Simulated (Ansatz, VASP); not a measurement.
**GaN in VASP and in Ansatz**

```
Ga N
1.0
     0.00000    2.22770    2.22770
     2.22770    0.00000    2.22770
     2.22770    2.22770    0.00000
Ga N
1 1
Cartesian
  0.0000 0.0000 0.0000
  1.1138 1.1138 1.1138
```

Alike in both runs: functional LDA; k mesh 10 × 10 × 10; occupations gaussian, width 0.02 eV; no spin polarisation.

Ansatz relaxed the structure, and its values are those at the end. VASP's run is a single point on that final structure, the one shown.

|  | VASP | Ansatz |
| --- | --- | --- |
| version | VASP 6.6.1 | Ansatz 0.2.0 |
| potentials or method | VASP PAW LDA potentials, release 64 (Ga_d, N_h), cutoff 1330 eV | scalar-relativistic, plane waves, PAW |
| valence electrons in the cell | 18 | 18 |

```tsv
	VASP	Ansatz	Ansatz less VASP
gap on the k mesh at the Fermi level (eV)	1.97	1.96	-0.019
least direct gap on the mesh (eV)	1.97	1.96	-0.019
pressure (GPa)	1.0	0.0	-0.97
```

LDA's correlation is that of Perdew and Zunger in VASP and of Perdew and Wang (1992) in Ansatz.
